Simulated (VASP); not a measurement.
# Br (P6/mmm) in VASP: single point with r2SCAN

Aim: the single point of Br with r2SCAN.

All numbers are computed with VASP 6.6.1; they aren't measurements. Logs are shortened: lines on timing, memory, paths and dates and some standing lists are left out, and cuts for length are marked.

## (1) The cell of the first run

The structure is hexagonal, space group P6/mmm (No. 191). The conventional cell has a = 6.568 Å, b = 6.568 Å, c = 2.583 Å, α = 90.00°, β = 90.00°, γ = 120.00°. Within 3.4 Å of Br (site symmetry 6/mmm) lie 2 Br at 2.58 Å. Within 3.4 Å of Br (site symmetry -6m2) lie 2 Br at 2.58 Å.

## (2) Single point, r2SCAN

Contents of POSCAR:

```
Br
1.0
    6.5675042850      0.0000000000      0.0000000000
   -3.2837521425      5.6876255502      0.0000000000
    0.0000000000      0.0000000000      2.5830016123
Br
3
Direct
    0.0000000000      0.0000000000      0.0000000000
    0.3333333333      0.6666666667      0.5000000000
    0.6666666667      0.3333333333      0.5000000000
```

Contents of INCAR.step1:

```
SYSTEM = Br
PREC     = Accurate       ! precision mode
ENCUT    = 520            ! plane-wave cutoff, eV
ISMEAR   = 0              ! smearing method
SIGMA    = 0.1            ! smearing width, eV
LREAL    = .False.        ! projectors in reciprocal space
LASPH    = .True.         ! aspherical terms in the spheres
NELM     = 80             ! most SCF steps
NBANDS   = 18             ! bands
GGA      = PE             ! functional
ALGO     = Normal         ! electronic algorithm
EDIFF    = 1E-4           ! SCF threshold, eV
LWAVE    = .True.         ! write WAVECAR
LCHARG   = .False.        ! write CHGCAR
```

Contents of INCAR.step2:

```
SYSTEM = Br
PREC     = Accurate       ! precision mode
ENCUT    = 520            ! plane-wave cutoff, eV
EDIFF    = 1E-6           ! SCF threshold, eV
ISMEAR   = 0              ! smearing method
SIGMA    = 0.1            ! smearing width, eV
LREAL    = .False.        ! projectors in reciprocal space
LASPH    = .True.         ! aspherical terms in the spheres
NELM     = 80             ! most SCF steps
ALGO     = Normal         ! electronic algorithm
ISIF     = 2              ! what is computed and relaxed
LWAVE    = .False.        ! write WAVECAR
LCHARG   = .False.        ! write CHGCAR
METAGGA  = R2SCAN         ! meta-GGA
LMIXTAU  = .True.       
NBANDS   = 18             ! bands
ISTART   = 1
```

Contents of KPOINTS:

```
regular mesh
0
Gamma
  12 12 14
  0 0 0
```

Potentials or basis: VASP PAW PBE potentials, release 64 (Br).

Command:

```
$ cat potpaw_PBE.64/Br/POTCAR > POTCAR
$ cp INCAR.step1 INCAR
$ mpirun -np 1 vasp_std > vasp.out
$ cp INCAR.step2 INCAR
$ mpirun -np 1 vasp_std > vasp.out
```

OUTCAR:

```text
SYSTEM = Br
   PREC = Accurate
   ENCUT = 520
   EDIFF = 1E-6
   ISMEAR = 0
   LREAL = .False.
   LASPH = .True.
   NELM = 80
   ISIF = 2
   METAGGA = R2SCAN
   ISTART = 1

 ion  position               nearest neighbor table
   1  0.000  0.000  0.000-
   2  0.333  0.667  0.500-
   3  0.667  0.333  0.500-

  LATTYP: Found a hexagonal cell.
 ALAT       =     6.5675042850
 C/A-ratio  =     0.3933003315

  Lattice vectors:

 A1 = (   6.5675042850,   0.0000000000,   0.0000000000)
 A2 = (  -3.2837521425,   5.6876255502,   0.0000000000)
 A3 = (   0.0000000000,   0.0000000000,   2.5830016123)

Analysis of symmetry for initial positions (statically):
=====================================================================
 Subroutine PRICEL returns:
 Original cell was already a primitive cell.

 Routine SETGRP: Setting up the symmetry group for a
 hexagonal supercell.

 Subroutine GETGRP returns: Found 24 space group operations
 (whereof 24 operations were pure point group operations)
 out of a pool of 24 trial point group operations.

The static configuration has the point symmetry D_6h.

Analysis of symmetry for dynamics (positions and initial velocities):
=====================================================================
 Subroutine PRICEL returns:
 Original cell was already a primitive cell.

 Routine SETGRP: Setting up the symmetry group for a
 hexagonal supercell.

 Subroutine GETGRP returns: Found 24 space group operations
 (whereof 24 operations were pure point group operations)
 out of a pool of 24 trial point group operations.

The dynamic configuration has the point symmetry D_6h.

 Subroutine INISYM returns: Found 24 space group operations
 (whereof 24 operations are pure point group operations),
 and found     1 'primitive' translations

----------------------------------------------------------------------------------------

                                     Primitive cell

  volume of cell :      96.4842

  direct lattice vectors                    reciprocal lattice vectors
     6.567504285  0.000000000  0.000000000     0.152264842  0.087910147  0.000000000
    -3.283752143  5.687625550  0.000000000     0.000000000  0.175820295  0.000000000
     0.000000000  0.000000000  2.583001612     0.000000000  0.000000000  0.387146487

  length of vectors
     6.567504285  6.567504285  2.583001612     0.175820295  0.175820295  0.387146487

  position of ions in fractional coordinates (direct lattice)
     0.000000000  0.000000000  0.000000000
     0.333333333  0.666666667  0.500000000
     0.666666667  0.333333333  0.500000000

  ion indices of the primitive-cell ions
   primitive index   ion index
                 1           1
                 2           2
                 3           3

----------------------------------------------------------------------------------------

 KPOINTS: regular mesh

Automatic generation of k-mesh.
 Grid dimensions read from file:
 generate k-points for:   12   12   14

 Generating k-lattice:

  Cartesian coordinates                     Fractional coordinates (reciprocal lattice)
     0.012688737  0.007325846  0.000000000     0.083333333  0.000000000  0.000000000
     0.000000000  0.014651691  0.000000000     0.000000000  0.083333333  0.000000000
     0.000000000  0.000000000  0.027653320     0.000000000  0.000000000  0.071428571

  Length of vectors
     0.014651691  0.014651691  0.027653320

  Shift w.r.t. Gamma in fractional coordinates (k-lattice)
     0.000000000  0.000000000  0.000000000

 Subroutine IBZKPT returns following result:
 ===========================================

 Found    152 irreducible k-points:

 Following reciprocal coordinates:
            Coordinates               Weight
  0.000000  0.000000  0.000000      1.000000
  0.083333  0.000000  0.000000      6.000000
  0.166667 -0.000000  0.000000      6.000000
  0.250000  0.000000  0.000000      6.000000
  0.333333  0.000000  0.000000      6.000000
  0.416667  0.000000  0.000000      6.000000
[... 16 lines left out ...]
  0.250000  0.000000  0.071429     12.000000
  0.333333  0.000000  0.071429     12.000000
 [... further k-points ...]
   k-points           NKPTS =    152   k-points in BZ     NKDIM =    152   number of bands    NBANDS=     18
   number of dos      NEDOS =    301   number of ions     NIONS =      3
   total plane-waves  NPLWV =  50000
   dimension x,y,z NGX =    50 NGY =   50 NGZ =   20
   dimension x,y,z NGXF=   100 NGYF=  100 NGZF=   40
   ions per type =               3
   NGX,Y,Z   is equivalent  to a cutoff of  12.66, 12.66, 12.87 a.u.
   NGXF,Y,Z  is equivalent  to a cutoff of  25.31, 25.31, 25.74 a.u.
 SYSTEM =  Br
   PREC   = accura    normal or accurate (medium, high low for compatibility)
   ISTART =      1    job   : 0-new  1-cont  2-samecut
   ICHARG =      0    charge: 1-file 2-atom 10-const
   ISPIN  =      1    spin polarized calculation?
   LNONCOLLINEAR =      F non collinear calculations
   LSORBIT =      F    spin-orbit coupling
   LASPH  =      T    aspherical Exc in radial PAW
   ENCUT  =  520.0 eV  38.22 Ry    6.18 a.u.  12.21 12.21  4.80*2*pi/ulx,y,z
   NELM   =     80;   NELMIN=  2; NELMDL=  0     # of ELM steps
   EDIFF  = 0.1E-05   stopping-criterion for ELM
   LREAL  =      F    real-space projection
[... 7 lines left out ...]
   TEBEG  =    0.0;   TEEND  =   0.0 temperature during run
   PSTRESS=    0.0 pullay stress
   NELECT =      21.0000    total number of electrons
   NUPDOWN=      -1.0000    fix difference up-down
   EMIN   =  10.00;   EMAX   =-10.00  energy-range for DOS
   EFERMI =   0.00;   METHOD = LEGACY
   ISMEAR =     0;   SIGMA  =   0.10  broadening in eV -4-tet -1-fermi 0-gaus
   EFERMI_NEDOS =   21; number of points for ismear=-14 and -15
   IALGO  =     38    algorithm
   IMIX   =      4    mixing-type and parameters
     AMIX     =   0.40;   BMIX     =  1.00
     AMIX_MAG =   1.60;   BMIX_MAG =  1.00
  volume/ion in A,a.u.               =      32.16       217.04
  Fermi-wavevector in a.u.,A,eV,Ry     =   0.984757  1.860922 13.194211  0.969747
  Thomas-Fermi vector in A             =   2.116014
   LORBIT       =      0    0 simple, 1 ext, 2 COOP (PROOUT), +10 PAW based schemes
   METAGGA = R2SCAN    functional components
   LHFCALC =     F    Hartree Fock is set to
   AEXX    =    0.0000 exact exchange contribution
   IVDW    =     0    specifies the selected vdW correction
   LEPSILON=     F    determine dielectric tensor
   LRPA    =     F    only Hartree local field effects (RPA)
 non-spin polarized calculation
 Gauss-broadening in eV      SIGMA  =   0.10
  energy-cutoff  :      520.00
  volume of cell :       96.48
 maximum number of plane-waves:      2638
 NGX is ok and might be reduce to    50
   NGX = 25   NGY = 25   NGZ =  9

 number of electron      21.0000003 magnetization

 Free energy of the ion-electron system (eV)
  ---------------------------------------------------
  ext. energy  EPLUGINS =         0.00000000
  ---------------------------------------------------
  free energy    TOTEN  =       -39.28741971 eV

  energy without entropy =      -39.26245260  energy(sigma->0) =      -39.27493616

 E-fermi :  -0.4985     XC(G=0):  -8.5862

 val. band max:       -0.4991167192   @ k =   0.2500   0.2500   0.5000
 cond. band min:      -0.4966685112   @ k =   0.3333   0.0000   0.5000
 fundamental gap:      0.0024482080
 Fermi energy:        -0.4984666300

 k-point     1 :       0.0000    0.0000    0.0000
  band No.  band energies     occupation
      1     -16.5547      2.00000
      2     -16.2307      2.00000
      3     -16.0556      2.00000
      4      -3.6762      2.00000
      5      -3.6762      2.00000
      6      -3.5348      2.00000
[... 10 lines left out ...]
     17      10.1304      0.00000
     18      10.7946      0.00000

 k-point     2 :       0.0833    0.0000    0.0000
  band No.  band energies     occupation
      1     -16.5483      2.00000
      2     -16.2348      2.00000
      3     -16.0589      2.00000
      4      -3.7947      2.00000
      5      -3.7731      2.00000
      6      -3.3977      2.00000
[... 10 lines left out ...]
     17      10.5983      0.00000
     18      10.6500      0.00000

 k-point     3 :       0.1667   -0.0000    0.0000
  band No.  band energies     occupation
      1     -16.5295      2.00000
      2     -16.2466      2.00000
      3     -16.0684      2.00000
      4      -3.9401      2.00000
      5      -3.8494      2.00000
      6      -3.1973      2.00000
[... 10 lines left out ...]
     17      10.2700      0.00000
     18      11.0814      0.00000

 k-point     4 :       0.2500    0.0000    0.0000
  band No.  band energies     occupation
      1     -16.5003      2.00000
      2     -16.2654      2.00000
      3     -16.0822      2.00000
      4      -4.0606      2.00000
      5      -3.8502      2.00000
      6      -2.9889      2.00000
[... 10 lines left out ...]
     17       9.8518      0.00000
     18      11.4502      0.00000

 k-point     5 :       0.3333    0.0000    0.0000
  band No.  band energies     occupation
      1     -16.4641      2.00000
      2     -16.2902      2.00000
      3     -16.0970      2.00000
      4      -4.1497      2.00000
      5      -3.7708      2.00000
      6      -2.8015      2.00000
[... 10 lines left out ...]
     17       9.4744      0.00000
     18      11.9789      0.00000

 k-point     6 :       0.4167    0.0000    0.0000
  band No.  band energies     occupation
      1     -16.4269      2.00000
      2     -16.3185      2.00000
      3     -16.1085      2.00000
      4      -4.2042      2.00000
      5      -3.6162      2.00000
      6      -3.0940      2.00000
[... 307 lines left out ...]
 k-point    21 :       0.0833    0.0000    0.0714
  band No.  band energies     occupation
      1     -16.4500      2.00000
      2     -16.1376      2.00000
      3     -15.9620      2.00000
      4      -3.7017      2.00000
      5      -3.6803      2.00000
      6      -3.3060      2.00000
[... 10 lines left out ...]
     17      10.6674      0.00000
     18      10.7507      0.00000

 k-point    22 :       0.1667   -0.0000    0.0714
  band No.  band energies     occupation
      1     -16.4313      2.00000
      2     -16.1494      2.00000
      3     -15.9714      2.00000
      4      -3.8461      2.00000
      5      -3.7559      2.00000
      6      -3.1073      2.00000
[... 10 lines left out ...]
     17      10.3798      0.00000
     18      11.1908      0.00000

 k-point    23 :       0.2500    0.0000    0.0714
  band No.  band energies     occupation
      1     -16.4023      2.00000
      2     -16.1681      2.00000
      3     -15.9851      2.00000
      4      -3.9659      2.00000
      5      -3.7567      2.00000
      6      -2.9004      2.00000
[... 10 lines left out ...]
     17       9.9610      0.00000
     18      11.5549      0.00000

 k-point    24 :       0.3333    0.0000    0.0714
  band No.  band energies     occupation
      1     -16.3663      2.00000
      2     -16.1929      2.00000
      3     -15.9998      2.00000
      4      -4.0544      2.00000
      5      -3.6779      2.00000
      6      -2.7147      2.00000
[... 10 lines left out ...]
     17       9.5823      0.00000
     18      12.0796      0.00000

 [... further k-points ...]
[... 5 lines left out ...]
  --------------------------------------------------------------------------------------
  -------------------------------------------------------------------------------------
  Total       -0.0063952     -0.0063952     -0.0297830      0.0000000     -0.0000000      0.0000000
  in kB       -0.1061959     -0.1061959     -0.4945649      0.0000000     -0.0000000      0.0000000
  external PRESSURE =      -0.2356522 kB  Pullay stress =       0.0000000 kB

 VOLUME and BASIS-vectors are now :
 -----------------------------------------------------------------------------
  energy-cutoff  :      520.00
  volume of cell :       96.48
      direct lattice vectors                 reciprocal lattice vectors
     6.567504285  0.000000000  0.000000000     0.152264842  0.087910147  0.000000000
    -3.283752143  5.687625550  0.000000000     0.000000000  0.175820295  0.000000000
     0.000000000  0.000000000  2.583001612     0.000000000  0.000000000  0.387146487

 POSITION                                       TOTAL-FORCE (eV/Angst)
 -----------------------------------------------------------------------------------
      0.00000      0.00000      0.00000        -0.000000      0.000000      0.000000
     -0.00000      3.79175      1.29150        -0.000000      0.000000     -0.000000
      3.28375      1.89588      1.29150         0.000000     -0.000000      0.000000
 -----------------------------------------------------------------------------------
    total drift:                                0.000000      0.000000      0.000000

  FREE ENERGIE OF THE ION-ELECTRON SYSTEM (eV)
  ---------------------------------------------------
  free  energy   TOTEN  =       -39.2874197110 eV

  energy  without entropy=      -39.2624526045  energy(sigma->0) =      -39.27493616
```

It took 17 min on 1 thread of Intel Xeon 8259CL, shared host; peak memory 0.36 GiB.

What came out:

- Free energy: -39.2874 eV
- Pressure: 0.0 GPa
- Band gap on the k mesh: zero (an odd number of electrons rules out a gap without spin polarisation)

Caveat: the PAW data sets were made with another functional, which shifts forces and pressure a little; an odd number of electrons without spin polarisation forces a metal; a magnetic or distorted state may lie lower.
